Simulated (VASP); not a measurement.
BeS:

```
CELL_PARAMETERS angstrom
3.46039 0.00000 0.00000
-1.73019 2.99678 0.00000
0.00000 0.00000 7.70406
ATOMIC_POSITIONS crystal
Be 0.33333 0.66667 0.25000
Be 0.66667 0.33333 0.75000
S 0.66667 0.33333 0.25000
S 0.33333 0.66667 0.75000
```

| Property | Result |
| --- | --- |
| Program | VASP 6.6.1 |
| Task | relaxation of cell and atoms |
| Functional | LDA |
| Potentials or basis | VASP PAW LDA potentials, release 64 (Be, S) |
| Cutoff | 600 eV |
| k mesh | 12 × 12 × 4 |
| Occupations | fermi-dirac, width 0.02 eV |
| Spin | no spin polarisation |

At the start: pressure -3.0 GPa; volume 19.97 Å³/atom.

Task: Where does the relaxation end?

Result: Over 15 steps the energy falls by 38.9 meV/atom and the volume is 15.60 Å³/atom (-21.9 %); space group P6_3/mmc (No. 194, to 0.05 Å).

The path:
```tsv
step	energy change (eV)	largest force (eV/Å)	pressure (GPa)	volume (Å³)
1	0.0000	0.0000	-2.96	79.89
2	-0.0203	0.0000	1.30	75.70
3	-0.0288	0.0000	-0.29	77.13
4	-0.0363	0.0000	-0.30	76.42
5	-0.0592	0.0000	-0.27	74.26
6	-0.1037	0.0000	-0.06	69.94
7	-0.1481	0.0000	1.88	61.26
8	-0.1541	0.0000	0.62	61.23
9	-0.1542	0.0000	0.45	61.23
10	-0.1547	0.0000	0.30	61.44
11	-0.1553	0.0000	0.05	61.81
12	-0.1554	0.0000	-0.33	62.55
13	-0.1555	0.0000	-0.11	62.19
14	-0.1555	0.0000	-0.18	62.27
15	-0.1556	0.0000	0.00	62.39
```

Final structure:
```xyz
4
Lattice="3.4469 0.0000 0.0000 -1.7235 2.9851 0.0000 0.0000 0.0000 6.0632" Properties=species:S:1:pos:R:3 pbc="T T T"
Be    0.0000    1.9901    1.5158
Be    1.7235    0.9950    4.5474
S     1.7235    0.9950    1.5158
S     0.0000    1.9901    4.5474
```

Caveat: the volume moved by over 15 % at a fixed basis, so the end points are rough.
